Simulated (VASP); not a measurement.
# B2N (P4mm) in VASP: single point with PBE

Aim: the single point of B2N with PBE.

All numbers are computed with VASP 6.6.1; they aren't measurements. Logs are shortened: lines on timing, memory, paths and dates and some standing lists are left out, and cuts for length are marked.

### Step 1. The cell of the first run

It takes space group P4mm (No. 99, tetragonal). The conventional cell has a = 2.622 Å, b = 2.622 Å, c = 3.731 Å, α = 90.00°, β = 90.00°, γ = 90.00°. Within 2.1 Å of B (site symmetry 2mm) lie 2 N at 1.59 Å and 4 B at 1.85 Å. Within 2.1 Å of N (site symmetry 4mm) lie 4 B at 1.59 Å.

### Step 2. Single point, PBE

INCAR reads:

```
PREC = Accurate
ENCUT = 600
EDIFF = 1E-6
ISMEAR = 0
SIGMA = 0.2
LREAL = False
LASPH = True
NELM = 120
ALGO = Normal
ISIF = 2
LWAVE = False
LCHARG = False
GGA = PE
NBANDS = 12
GGA_COMPAT = False
```

KPOINTS reads:

```
Automatic mesh
0
Gamma
  7 7 5
```

POSCAR reads:

```
B2N
1.0
    2.6216608725      0.0000000000      0.0000000000
    0.0000000000      2.6216608725      0.0000000000
    0.0000000000      0.0000000000      3.7309368635
B N
2 1
Direct
    0.0000000000      0.5000000000      0.4251503662
    0.5000000000      0.0000000000      0.4251503662
    0.5000000000      0.5000000000      0.6656995377
```

Potentials or basis: VASP PAW PBE potentials, release 64 (B, N).

Run with:

```
cat potpaw_PBE.64/B/POTCAR potpaw_PBE.64/N/POTCAR > POTCAR
mpirun -np 1 vasp_std > vasp.out
```

OUTCAR:

```text
PREC = Accurate
   ENCUT = 600
   EDIFF = 1E-6
   ISMEAR = 0
   LREAL = False
   LASPH = True
   NELM = 120
   ISIF = 2
   GGA = PE

 ion  position               nearest neighbor table
   1  0.000  0.500  0.425-   3 1.59   3 1.59   2 1.85   2 1.85   2 1.85   2 1.85
   2  0.500  0.000  0.425-   3 1.59   3 1.59   1 1.85   1 1.85   1 1.85   1 1.85
   3  0.500  0.500  0.666-   1 1.59   2 1.59   2 1.59   1 1.59

  LATTYP: Found a simple tetragonal cell.
 ALAT       =     2.6216608725
 C/A-ratio  =     1.4231195585

  Lattice vectors:

 A1 = (   2.6216608725,   0.0000000000,   0.0000000000)
 A2 = (   0.0000000000,   2.6216608725,   0.0000000000)
 A3 = (   0.0000000000,   0.0000000000,   3.7309368635)

Analysis of symmetry for initial positions (statically):
=====================================================================
 Subroutine PRICEL returns:
 Original cell was already a primitive cell.

 Routine SETGRP: Setting up the symmetry group for a
 simple tetragonal supercell.

 Subroutine GETGRP returns: Found  8 space group operations
 (whereof  8 operations were pure point group operations)
 out of a pool of 16 trial point group operations.

The static configuration has the point symmetry C_4v.

Analysis of symmetry for dynamics (positions and initial velocities):
=====================================================================
 Subroutine PRICEL returns:
 Original cell was already a primitive cell.

 Routine SETGRP: Setting up the symmetry group for a
 simple tetragonal supercell.

 Subroutine GETGRP returns: Found  8 space group operations
 (whereof  8 operations were pure point group operations)
 out of a pool of 16 trial point group operations.

The dynamic configuration has the point symmetry C_4v.

 Subroutine INISYM returns: Found  8 space group operations
 (whereof  8 operations are pure point group operations),
 and found     1 'primitive' translations

----------------------------------------------------------------------------------------

                                     Primitive cell

  volume of cell :      25.6431

  direct lattice vectors                    reciprocal lattice vectors
     2.621660873  0.000000000  0.000000000     0.381437588  0.000000000  0.000000000
     0.000000000  2.621660873  0.000000000     0.000000000  0.381437588  0.000000000
     0.000000000  0.000000000  3.730936864     0.000000000  0.000000000  0.268029194

  length of vectors
     2.621660873  2.621660873  3.730936864     0.381437588  0.381437588  0.268029194

  position of ions in fractional coordinates (direct lattice)
     0.000000000  0.500000000  0.425150366
     0.500000000  0.000000000  0.425150366
     0.500000000  0.500000000  0.665699538

  ion indices of the primitive-cell ions
   primitive index   ion index
                 1           1
                 2           2
                 3           3

----------------------------------------------------------------------------------------

 KPOINTS: Automatic mesh

Automatic generation of k-mesh.
 Grid dimensions read from file:
 generate k-points for:    7    7    5

 Generating k-lattice:

  Cartesian coordinates                     Fractional coordinates (reciprocal lattice)
     0.054491084  0.000000000  0.000000000     0.142857143  0.000000000  0.000000000
     0.000000000  0.054491084  0.000000000     0.000000000  0.142857143  0.000000000
     0.000000000  0.000000000  0.053605839     0.000000000  0.000000000  0.200000000

  Length of vectors
     0.054491084  0.054491084  0.053605839

  Shift w.r.t. Gamma in fractional coordinates (k-lattice)
     0.000000000  0.000000000  0.000000000

 Subroutine IBZKPT returns following result:
 ===========================================

 Found     30 irreducible k-points:

 Following reciprocal coordinates:
            Coordinates               Weight
  0.000000  0.000000  0.000000      1.000000
  0.142857  0.000000  0.000000      4.000000
  0.285714  0.000000  0.000000      4.000000
  0.428571  0.000000  0.000000      4.000000
  0.142857  0.142857  0.000000      4.000000
  0.285714  0.142857  0.000000      8.000000
[... 16 lines left out ...]
  0.285714  0.000000  0.400000      8.000000
  0.428571  0.000000  0.400000      8.000000
 [... further k-points ...]
   k-points           NKPTS =     30   k-points in BZ     NKDIM =     30   number of bands    NBANDS=     12
   number of dos      NEDOS =    301   number of ions     NIONS =      3
   total plane-waves  NPLWV =  17280
   dimension x,y,z NGX =    24 NGY =   24 NGZ =   30
   dimension x,y,z NGXF=    48 NGYF=   48 NGZF=   60
   ions per type =               2   1
   NGX,Y,Z   is equivalent  to a cutoff of  15.22, 15.22, 13.37 a.u.
   NGXF,Y,Z  is equivalent  to a cutoff of  30.44, 30.44, 26.74 a.u.
 SYSTEM =  unknown system
   PREC   = accura    normal or accurate (medium, high low for compatibility)
   ISTART =      0    job   : 0-new  1-cont  2-samecut
   ICHARG =      2    charge: 1-file 2-atom 10-const
   ISPIN  =      1    spin polarized calculation?
   LNONCOLLINEAR =      F non collinear calculations
   LSORBIT =      F    spin-orbit coupling
   LASPH  =      T    aspherical Exc in radial PAW
   ENCUT  =  600.0 eV  44.10 Ry    6.64 a.u.   5.24  5.24  7.45*2*pi/ulx,y,z
   NELM   =    120;   NELMIN=  2; NELMDL= -5     # of ELM steps
   EDIFF  = 0.1E-05   stopping-criterion for ELM
   LREAL  =      F    real-space projection
   EDIFFG = 0.1E-04   stopping-criterion for IOM
   NSW    =      0    number of steps for IOM
   IBRION =     -1    ionic relax: 0-MD 1-quasi-New 2-CG
   NFREE  =      0    steps in history (QN), initial steepest desc. (CG)
   ISIF   =      2    stress and relaxation
   ISYM   =      2    0-nonsym 1-usesym 2-fastsym
   POTIM  = 0.5000    time-step for ionic-motion
   TEBEG  =    0.0;   TEEND  =   0.0 temperature during run
   PSTRESS=    0.0 pullay stress
   NELECT =      11.0000    total number of electrons
   NUPDOWN=      -1.0000    fix difference up-down
   EMIN   =  10.00;   EMAX   =-10.00  energy-range for DOS
   EFERMI =   0.00;   METHOD = LEGACY
   ISMEAR =     0;   SIGMA  =   0.20  broadening in eV -4-tet -1-fermi 0-gaus
   EFERMI_NEDOS =   21; number of points for ismear=-14 and -15
   IALGO  =     38    algorithm
   IMIX   =      4    mixing-type and parameters
     AMIX     =   0.40;   BMIX     =  1.00
     AMIX_MAG =   1.60;   BMIX_MAG =  1.00
  volume/ion in A,a.u.               =       8.55        57.68
  Fermi-wavevector in a.u.,A,eV,Ry     =   1.234664  2.333176 20.740652  1.524395
  Thomas-Fermi vector in A             =   2.369345
   LORBIT       =      0    0 simple, 1 ext, 2 COOP (PROOUT), +10 PAW based schemes
   GGA     = PE    functional components
   LHFCALC =     F    Hartree Fock is set to
   AEXX    =    0.0000 exact exchange contribution
   IVDW    =     0    specifies the selected vdW correction
   LEPSILON=     F    determine dielectric tensor
   LRPA    =     F    only Hartree local field effects (RPA)
 non-spin polarized calculation
 Gauss-broadening in eV      SIGMA  =   0.20
  energy-cutoff  :      600.00
  volume of cell :       25.64
 maximum number of plane-waves:       872
 NGX is ok and might be reduce to    24
   NGX = 11   NGY = 11   NGZ = 15

 number of electron      11.0000001 magnetization

 Free energy of the ion-electron system (eV)
  ---------------------------------------------------
  ext. energy  EPLUGINS =         0.00000000
  ---------------------------------------------------
  free energy    TOTEN  =       -18.95398039 eV

  energy without entropy =      -18.93995298  energy(sigma->0) =      -18.94696668

 E-fermi :   5.4652     XC(G=0): -10.7049

 val. band max:        5.4379453095   @ k =   0.2857   0.1429   0.0000
 cond. band min:       5.5468849215   @ k =   0.4286   0.4286   0.2000
 fundamental gap:      0.1089396120
 Fermi energy:         5.4651959634

 k-point     1 :       0.0000    0.0000    0.0000
  band No.  band energies     occupation
      1     -16.1261      2.00000
      2      -3.4789      2.00000
      3      -1.8952      2.00000
      4      -1.8952      2.00000
      5       0.7541      2.00000
      6       7.4009      0.00000
      7       9.8964      0.00000
      8       9.8964      0.00000
      9      10.6469      0.00000
     10      14.3723      0.00000
     11      16.1408      0.00000
     12      19.3848      0.00000

 k-point     2 :       0.1429    0.0000    0.0000
  band No.  band energies     occupation
      1     -15.8896      2.00000
      2      -3.7127      2.00000
      3      -2.8238      2.00000
      4      -1.6443      2.00000
      5       1.0927      2.00000
      6       7.6392      0.00000
      7       9.2866      0.00000
      8       9.8039      0.00000
      9      11.6404      0.00000
     10      14.3503      0.00000
     11      16.4923      0.00000
     12      17.6216      0.00000

 k-point     3 :       0.2857    0.0000    0.0000
  band No.  band energies     occupation
      1     -15.2596      2.00000
      2      -5.9512      2.00000
      3      -2.2074      2.00000
      4      -0.9993      2.00000
      5       1.6253      2.00000
      6       5.6559      0.17740
      7       9.3242      0.00000
      8      10.1837      0.00000
      9      12.5139      0.00000
     10      14.9039      0.00000
     11      15.3285      0.00000
     12      17.0448      0.00000

 k-point     4 :       0.4286    0.0000    0.0000
  band No.  band energies     occupation
      1     -14.5882      2.00000
      2      -7.6741      2.00000
      3      -1.1821      2.00000
      4      -0.3614      2.00000
      5       1.7009      2.00000
      6       4.2544      2.00000
      7       8.5449      0.00000
      8      10.6113      0.00000
      9      11.5235      0.00000
     10      14.3560      0.00000
     11      15.4611      0.00000
     12      18.9751      0.00000

 k-point     5 :       0.1429    0.1429    0.0000
  band No.  band energies     occupation
      1     -15.6588      2.00000
      2      -3.8196      2.00000
      3      -2.6233      2.00000
      4      -2.5936      2.00000
      5       1.4070      2.00000
      6       7.4578      0.00000
      7       8.5911      0.00000
      8      10.4599      0.00000
      9      12.4743      0.00000
     10      14.8705      0.00000
     11      15.2341      0.00000
     12      16.9274      0.00000
[... 228 lines left out ...]
      1     -15.9941      2.00000
      2      -5.1612      2.00000
      3      -1.8261      2.00000
      4      -1.8261      2.00000
      5       3.4902      2.00000
      6       7.5449      0.00000
      7       9.5390      0.00000
      8       9.5390      0.00000
      9      10.5886      0.00000
     10      14.3619      0.00000
     11      15.6274      0.00000
     12      19.1489      0.00000

 k-point    22 :       0.1429    0.0000    0.4000
  band No.  band energies     occupation
      1     -15.7619      2.00000
      2      -4.8836      2.00000
      3      -3.2173      2.00000
      4      -1.5774      2.00000
      5       3.5975      2.00000
      6       7.8237      0.00000
      7       8.7941      0.00000
      8       9.5119      0.00000
      9      11.6409      0.00000
     10      14.7664      0.00000
     11      15.9046      0.00000
     12      17.3810      0.00000

 k-point    23 :       0.2857    0.0000    0.4000
  band No.  band energies     occupation
      1     -15.1453      2.00000
      2      -5.8083      2.00000
      3      -3.8038      2.00000
      4      -0.9391      2.00000
      5       2.7244      2.00000
      6       6.6647      0.00000
      7       9.2176      0.00000
      8      10.0036      0.00000
      9      12.7059      0.00000
     10      14.9868      0.00000
     11      15.7563      0.00000
     12      17.1312      0.00000

 k-point    24 :       0.4286    0.0000    0.4000
  band No.  band energies     occupation
      1     -14.4925      2.00000
      2      -7.4892      2.00000
      3      -2.6013      2.00000
      4      -0.3104      2.00000
      5       0.9729      2.00000
      6       6.5401      0.00000
      7       8.5922      0.00000
      8      11.0507      0.00000
      9      12.1117      0.00000
     10      13.9282      0.00000
     11      17.0246      0.00000
     12      18.3813      0.00000

 [... further k-points ...]

------------------------ aborting loop because EDIFF is reached ----------------------------------------

  FORCE on cell =-STRESS in cart. coord.  units (eV):
  Direction    XX          YY          ZZ          XY          YZ          ZX
  --------------------------------------------------------------------------------------
  -------------------------------------------------------------------------------------
  Total       -0.0195135     -0.0195135     -0.0870013      0.0000000      0.0000000      0.0000000
  in kB       -1.2192000     -1.2192000     -5.4358221      0.0000000      0.0000000      0.0000000
  external PRESSURE =      -2.6247407 kB  Pullay stress =       0.0000000 kB

 VOLUME and BASIS-vectors are now :
 -----------------------------------------------------------------------------
  energy-cutoff  :      600.00
  volume of cell :       25.64
      direct lattice vectors                 reciprocal lattice vectors
     2.621660873  0.000000000  0.000000000     0.381437588  0.000000000  0.000000000
     0.000000000  2.621660873  0.000000000     0.000000000  0.381437588  0.000000000
     0.000000000  0.000000000  3.730936864     0.000000000  0.000000000  0.268029194

 POSITION                                       TOTAL-FORCE (eV/Angst)
 -----------------------------------------------------------------------------------
      0.00000      1.31083      1.58621        -0.000000     -0.000000     -0.010798
      1.31083      0.00000      1.58621         0.000000     -0.000000     -0.010798
      1.31083      1.31083      2.48368         0.000000      0.000000      0.021595
 -----------------------------------------------------------------------------------
    total drift:                                0.000000     -0.000000      0.000100

  FREE ENERGIE OF THE ION-ELECTRON SYSTEM (eV)
  ---------------------------------------------------
  free  energy   TOTEN  =       -18.9539803879 eV

  energy  without entropy=      -18.9399529792  energy(sigma->0) =      -18.94696668
```

Wall time 17 s (1 thread of Intel Xeon 8259CL, shared host); peak memory 0.14 GiB.

Results:

| Quantity | Value |
| --- | --- |
| Free energy | -18.9540 eV |
| Pressure | -0.3 GPa |
| Largest force | 0.022 eV/Å |

Forces on the atoms (eV/Å):
```
B    0.000  0.000 -0.011
B    0.000  0.000 -0.011
N    0.000  0.000  0.022
```

Levels at points of the mesh, in eV from the Fermi level:
```csv
k point,band 3,band 4,band 5,band 6,band 7,band 8
"(0.00, 0.00, 0.00)",-7.36,-7.36,-4.71,1.94,4.43,4.43
```
